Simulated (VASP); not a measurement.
# NaF (P6_3mc) in VASP: relaxation of cell and atoms with PBE

Aim: the relaxation of cell and atoms of NaF with PBE.

Program: VASP 6.6.1. These are calculated values, not measurements. Logs are shortened: lines on timing, memory, paths and dates and some standing lists are left out, and cuts for length are marked.

## Step 1: The cell of the first run

Symmetry: P6_3mc, No. 186, hexagonal system. The conventional cell has a = 3.193 Å, b = 3.193 Å, c = 5.215 Å, α = 90.00°, β = 90.00°, γ = 120.00°. Within 2.6 Å of Na (site symmetry 3m) lie 4 F at 1.96 Å. F (site symmetry 3m) has 4 Na at 1.96 Å within 2.6 Å.

## Step 2: Relaxation of cell and atoms, PBE

File INCAR:

```
PREC = Accurate
ENCUT = 600
EDIFF = 1E-7
ISMEAR = -1
SIGMA = 0.02
LREAL = False
LASPH = True
NELM = 100
ALGO = Normal
ISIF = 3
LWAVE = False
LCHARG = False
GGA = PE
IBRION = 2
NSW = 80
EDIFFG = -0.005
```

File KPOINTS:

```
regular mesh
0
Gamma
  12 12 4
```

File POSCAR:

```
NaF
1.0
    3.1933181280      0.0000000000      0.0000000000
   -1.5966590640      2.7654946212      0.0000000000
    0.0000000000      0.0000000000      5.2146885030
Na F
2 2
Direct
    0.3333333333      0.6666666667      0.0000000000
    0.6666666667      0.3333333333      0.5000000000
    0.3333333333      0.6666666667      0.3750000000
    0.6666666667      0.3333333333      0.8750000000
```

Potentials or basis: VASP PAW PBE potentials, release 64 (Na_pv, F).

Command:

```bash
cat potpaw_PBE.64/Na_pv/POTCAR potpaw_PBE.64/F/POTCAR > POTCAR
mpirun -np 1 vasp_std > vasp.out
```

OUTCAR:

```text
PREC = Accurate
   ENCUT = 600
   EDIFF = 1E-7
   ISMEAR = -1
   LREAL = False
   LASPH = True
   NELM = 100
   ISIF = 3
   GGA = PE
   IBRION = 2
   NSW = 80
   EDIFFG = -0.005

 ion  position               nearest neighbor table
   1  0.333  0.667  0.000-   4 1.96   4 1.96   4 1.96   3 1.96
   2  0.667  0.333  0.500-   3 1.96   3 1.96   3 1.96   4 1.96
   3  0.333  0.667  0.375-   2 1.96   2 1.96   2 1.96   1 1.96
   4  0.667  0.333  0.875-   1 1.96   1 1.96   1 1.96   2 1.96

  LATTYP: Found a hexagonal cell.
 ALAT       =     3.1933181280
 C/A-ratio  =     1.6330000000

  Lattice vectors:

 A1 = (   3.1933181280,   0.0000000000,   0.0000000000)
 A2 = (  -1.5966590640,   2.7654946212,   0.0000000000)
 A3 = (   0.0000000000,   0.0000000000,   5.2146885030)

Analysis of symmetry for initial positions (statically):
=====================================================================
 Subroutine PRICEL returns:
 Original cell was already a primitive cell.

 Routine SETGRP: Setting up the symmetry group for a
 hexagonal supercell.

 Subroutine GETGRP returns: Found 12 space group operations
 (whereof  6 operations were pure point group operations)
 out of a pool of 24 trial point group operations.

The static configuration has the point symmetry C_3v.
 The point group associated with its full space group is C_6v.

Analysis of symmetry for dynamics (positions and initial velocities):
=====================================================================
 Subroutine PRICEL returns:
 Original cell was already a primitive cell.

 Routine SETGRP: Setting up the symmetry group for a
 hexagonal supercell.

 Subroutine GETGRP returns: Found 12 space group operations
 (whereof  6 operations were pure point group operations)
 out of a pool of 24 trial point group operations.

The dynamic configuration has the point symmetry C_3v.
 The point group associated with its full space group is C_6v.

 Subroutine INISYM returns: Found 12 space group operations
 (whereof  6 operations are pure point group operations),
 and found     1 'primitive' translations

----------------------------------------------------------------------------------------

                                     Primitive cell

  volume of cell :      46.0515

  direct lattice vectors                    reciprocal lattice vectors
     3.193318128  0.000000000  0.000000000     0.313153892  0.180799484  0.000000000
    -1.596659064  2.765494621  0.000000000     0.000000000  0.361598968  0.000000000
     0.000000000  0.000000000  5.214688503     0.000000000  0.000000000  0.191766009

  length of vectors
     3.193318128  3.193318128  5.214688503     0.361598968  0.361598968  0.191766009

  position of ions in fractional coordinates (direct lattice)
     0.333333333  0.666666667  0.000000000
     0.666666667  0.333333333  0.500000000
     0.333333333  0.666666667  0.375000000
     0.666666667  0.333333333  0.875000000

  ion indices of the primitive-cell ions
   primitive index   ion index
                 1           1
                 2           2
                 3           3
                 4           4

----------------------------------------------------------------------------------------

 KPOINTS: regular mesh

Automatic generation of k-mesh.
 Grid dimensions read from file:
 generate k-points for:   12   12    4

 Generating k-lattice:

  Cartesian coordinates                     Fractional coordinates (reciprocal lattice)
     0.026096158  0.015066624  0.000000000     0.083333333  0.000000000  0.000000000
     0.000000000  0.030133247  0.000000000     0.000000000  0.083333333  0.000000000
     0.000000000  0.000000000  0.047941502     0.000000000  0.000000000  0.250000000

  Length of vectors
     0.030133247  0.030133247  0.047941502

  Shift w.r.t. Gamma in fractional coordinates (k-lattice)
     0.000000000  0.000000000  0.000000000

 Subroutine IBZKPT returns following result:
 ===========================================

 Found     57 irreducible k-points:

 Following reciprocal coordinates:
            Coordinates               Weight
  0.000000  0.000000  0.000000      1.000000
  0.083333 -0.000000  0.000000      6.000000
  0.166667 -0.000000  0.000000      6.000000
  0.250000 -0.000000  0.000000      6.000000
  0.333333 -0.000000  0.000000      6.000000
  0.416667 -0.000000  0.000000      6.000000
[... 16 lines left out ...]
  0.250000 -0.000000  0.250000     12.000000
  0.333333 -0.000000  0.250000     12.000000
 [... further k-points ...]
   k-points           NKPTS =     57   k-points in BZ     NKDIM =     57   number of bands    NBANDS=     18
   number of dos      NEDOS =    301   number of ions     NIONS =      4
   total plane-waves  NPLWV =  32928
   dimension x,y,z NGX =    28 NGY =   28 NGZ =   42
   dimension x,y,z NGXF=    56 NGYF=   56 NGZF=   84
   ions per type =               2   2
   NGX,Y,Z   is equivalent  to a cutoff of  14.58, 14.58, 13.39 a.u.
   NGXF,Y,Z  is equivalent  to a cutoff of  29.15, 29.15, 26.78 a.u.
 SYSTEM =  unknown system
   PREC   = accura    normal or accurate (medium, high low for compatibility)
   ISTART =      0    job   : 0-new  1-cont  2-samecut
   ICHARG =      2    charge: 1-file 2-atom 10-const
   ISPIN  =      1    spin polarized calculation?
   LNONCOLLINEAR =      F non collinear calculations
   LSORBIT =      F    spin-orbit coupling
   LASPH  =      T    aspherical Exc in radial PAW
   ENCUT  =  600.0 eV  44.10 Ry    6.64 a.u.   6.38  6.38 10.42*2*pi/ulx,y,z
   NELM   =    100;   NELMIN=  2; NELMDL= -5     # of ELM steps
   EDIFF  = 0.1E-06   stopping-criterion for ELM
   LREAL  =      F    real-space projection
   EDIFFG = -.5E-02   stopping-criterion for IOM
   NSW    =     80    number of steps for IOM
   IBRION =      2    ionic relax: 0-MD 1-quasi-New 2-CG
   NFREE  =      1    steps in history (QN), initial steepest desc. (CG)
   ISIF   =      3    stress and relaxation
   ISYM   =      2    0-nonsym 1-usesym 2-fastsym
   POTIM  = 0.5000    time-step for ionic-motion
   TEBEG  =    0.0;   TEEND  =   0.0 temperature during run
   PSTRESS=    0.0 pullay stress
   NELECT =      28.0000    total number of electrons
   NUPDOWN=      -1.0000    fix difference up-down
   EMIN   =  10.00;   EMAX   =-10.00  energy-range for DOS
   EFERMI =   0.00;   METHOD = LEGACY
   ISMEAR =    -1;   SIGMA  =   0.02  broadening in eV -4-tet -1-fermi 0-gaus
   EFERMI_NEDOS =   21; number of points for ismear=-14 and -15
   IALGO  =     38    algorithm
   IMIX   =      4    mixing-type and parameters
     AMIX     =   0.40;   BMIX     =  1.00
     AMIX_MAG =   1.60;   BMIX_MAG =  1.00
  volume/ion in A,a.u.               =      11.51        77.69
  Fermi-wavevector in a.u.,A,eV,Ry     =   1.386904  2.620868 26.170841  1.923503
  Thomas-Fermi vector in A             =   2.511176
   LORBIT       =      0    0 simple, 1 ext, 2 COOP (PROOUT), +10 PAW based schemes
   GGA     = PE    functional components
   LHFCALC =     F    Hartree Fock is set to
   AEXX    =    0.0000 exact exchange contribution
   IVDW    =     0    specifies the selected vdW correction
   LEPSILON=     F    determine dielectric tensor
   LRPA    =     F    only Hartree local field effects (RPA)
 conjugate gradient relaxation of ions
 non-spin polarized calculation
  energy-cutoff  :      600.00
  volume of cell :       46.05
 maximum number of plane-waves:      1558
 NGX is ok and might be reduce to    28
   NGX = 13   NGY = 13   NGZ = 21

--------------------------------------- Ionic step        1  -------------------------------------------

 number of electron      28.0000004 magnetization

 Free energy of the ion-electron system (eV)
  ---------------------------------------------------
  ext. energy  EPLUGINS =         0.00000000
  ---------------------------------------------------
  free energy    TOTEN  =       -15.25790791 eV

  energy without entropy =      -15.25790791  energy(sigma->0) =      -15.25790791

 E-fermi :  -1.5857     XC(G=0):  -9.2635

 val. band max:       -2.1021724611   @ k =   0.3333   0.3333   0.5000
 cond. band min:       4.8239190908   @ k =   0.0000   0.0000   0.0000
 fundamental gap:      6.9260915518
 Fermi energy:        -1.5856955499

 k-point     1 :       0.0000    0.0000    0.0000
  band No.  band energies     occupation
      1     -21.9090      2.00000
      2     -21.2517      2.00000
      3     -19.9094      2.00000
      4     -19.9094      2.00000
      5     -19.8680      2.00000
      6     -19.8680      2.00000
[... 481 lines left out ...]
      5     -19.9083      2.00000
      6     -19.9073      2.00000
[... 10 lines left out ...]
     17      12.6535      0.00000
     18      13.5999      0.00000

 [... further k-points ...]

------------------------ aborting loop because EDIFF is reached ----------------------------------------

  FORCE on cell =-STRESS in cart. coord.  units (eV):
  Direction    XX          YY          ZZ          XY          YZ          ZX
  --------------------------------------------------------------------------------------
  -------------------------------------------------------------------------------------
  Total        9.3315751      9.3315751      8.9053228      0.0000000     -0.0000000      0.0000000
  in kB      324.6550493    324.6550493    309.8252953      0.0000000     -0.0000000      0.0000000
  external PRESSURE =     319.7117980 kB  Pullay stress =       0.0000000 kB
[... 95 lines left out ...]
  FREE ENERGIE OF THE ION-ELECTRON SYSTEM (eV)
  ---------------------------------------------------
  free  energy   TOTEN  =       -16.7192929425 eV

  energy  without entropy=      -16.7192929425  energy(sigma->0) =      -16.71929294

[... ionic steps 4 to 47 ...]

--------------------------------------- Ionic step       48  -------------------------------------------

 number of electron      27.9999999 magnetization

------------------------ aborting loop because EDIFF is reached ----------------------------------------
[... 71 lines left out ...]
--------------------------------------- Ionic step       50  -------------------------------------------

 number of electron      27.9999999 magnetization

 Free energy of the ion-electron system (eV)
  ---------------------------------------------------
  ext. energy  EPLUGINS =         0.00000000
  ---------------------------------------------------
  free energy    TOTEN  =       -16.89732701 eV

  energy without entropy =      -16.89732701  energy(sigma->0) =      -16.89732701

 E-fermi :  -2.3625     XC(G=0):  -8.0825

 val. band max:       -2.8694908819   @ k =   0.0000   0.0000   0.0000
 cond. band min:       2.7550301074   @ k =   0.0000   0.0000   0.0000
 fundamental gap:      5.6245209892
 Fermi energy:        -2.3625227719

 k-point     1 :       0.0000    0.0000    0.0000
  band No.  band energies     occupation
      1     -22.0082      2.00000
      2     -21.9529      2.00000
      3     -21.9529      2.00000
      4     -21.9494      2.00000
      5     -21.9105      2.00000
      6     -21.9105      2.00000
[... 481 lines left out ...]
      5     -21.9190      2.00000
      6     -21.8933      2.00000
[... 10 lines left out ...]
     17       9.3659      0.00000
     18      11.7872      0.00000

 [... further k-points ...]

------------------------ aborting loop because EDIFF is reached ----------------------------------------

  FORCE on cell =-STRESS in cart. coord.  units (eV):
  Direction    XX          YY          ZZ          XY          YZ          ZX
  --------------------------------------------------------------------------------------
  -------------------------------------------------------------------------------------
  Total       -0.0032068     -0.0032068      0.0027739      0.0000000      0.0000000      0.0000000
  in kB       -0.0855348     -0.0855348      0.0739888      0.0000000      0.0000000      0.0000000
  external PRESSURE =      -0.0323602 kB  Pullay stress =       0.0000000 kB
[... 19 lines left out ...]
  FREE ENERGIE OF THE ION-ELECTRON SYSTEM (eV)
  ---------------------------------------------------
  free  energy   TOTEN  =       -16.8973270145 eV

  energy  without entropy=      -16.8973270145  energy(sigma->0) =      -16.89732701

 reached required accuracy - stopping structural energy minimisation
```

It took 36 min on 1 thread of Intel Xeon Platinum 8259CL at 2.50GHz (Skylake/Cascade Lake), shared host; peak memory 0.2 GiB.

Results:

```
Free energy                           : -16.8973 eV
Relaxed volume                        : 15.02 Å³/atom
Relaxed cell                          : a = 3.846 Å, b = 3.846 Å, c = 4.689 Å, α = 90.00°, β = 90.00°, γ = 120.00°
Space group after relaxing (to 0.1 Å) : P6_3/mmc (No. 194)
Energy gained by relaxing             : 409.9 meV/atom
Ionic steps                           : 50
Pressure after relaxing               : 0.0 GPa
Band gap on the k mesh                : 5.62 eV
```

Step by step:
```csv
step,energy change (eV),largest force (eV/Å),pressure (GPa),volume (Å³)
1,0.0000,0.0519,31.97,46.05
3,-1.4614,0.0378,-3.39,72.56
5,-1.5236,0.0436,0.26,66.48
7,-1.5270,0.0545,0.22,66.47
9,-1.5310,0.0397,0.02,66.64
11,-1.5318,0.0005,-0.06,66.72
13,-1.5323,0.0162,0.20,66.19
15,-1.5329,0.0025,0.12,66.18
17,-1.5332,0.0159,0.01,66.17
19,-1.5334,0.0010,-0.10,66.22
21,-1.5335,0.0033,-0.01,66.05
23,-1.5335,0.0064,0.05,65.93
25,-1.5335,0.0057,0.04,65.96
27,-1.5337,0.0049,0.12,65.61
29,-1.5370,0.0835,0.42,63.99
31,-1.5057,0.3261,3.59,56.59
33,-1.5582,0.4888,1.84,58.72
35,-1.5558,0.4963,2.00,58.44
37,-1.5658,0.4530,1.85,58.47
39,-1.6246,0.1699,-0.07,60.24
41,-1.6311,0.0679,-0.99,61.42
43,-1.6333,0.0791,-0.56,60.89
45,-1.6361,0.0574,0.27,59.98
47,-1.6392,0.0148,0.14,59.95
49,-1.6394,0.0001,0.12,59.94
50,-1.6394,0.0013,0.00,60.07
```

Final structure:
```
CELL_PARAMETERS angstrom
3.84612 0.00000 0.00000
-1.92306 3.33084 0.00000
0.00000 0.00000 4.68881
ATOMIC_POSITIONS crystal
Na 0.33333 0.66667 0.93759
Na 0.66667 0.33333 0.43759
F 0.33333 0.66667 0.43741
F 0.66667 0.33333 0.93741
```

Caveat: the volume moved by over 15 % at a fixed basis, so the end points are rough.
